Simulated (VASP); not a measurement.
The system is RbBr.

```
CELL_PARAMETERS angstrom
4.12793 0.00000 0.00000
0.00000 4.12793 0.00000
0.00000 0.00000 4.05610
ATOMIC_POSITIONS crystal
Rb 0.00000 0.00000 0.00000
Br 0.50000 0.50000 0.50000
```

This cell differs from its parent crystal: uniaxial z strain -1.7%.

Base run:

* Program: VASP 6.6.1
* Functional: r2SCAN
* Potentials or basis: VASP PAW PBE potentials, release 64 (Rb_sv, Br)
* Cutoff: 520 eV
* k mesh: 6 × 6 × 6
* Occupations: gaussian, width 0.01 eV
* Spin: no spin polarisation

Its results: band gap on the k mesh 4.84 eV (least direct gap 4.98 eV); pressure 0.3 GPa.

Question: The run is repeated on the same cell with these changes: functional from r2SCAN to PBE; occupations from gaussian, width 0.01 eV to fermi-dirac, width 0.02 eV. What comes out?

Answer: Band gap on the k mesh 4.08 eV (least direct gap 4.23 eV); pressure 1.1 GPa.

Caveats: the structure was generated, so it needn't be the stable form of RbBr; the PAW data sets were made with another functional, which shifts forces and pressure a little (at least some runs).

A k mesh can miss the band edges.
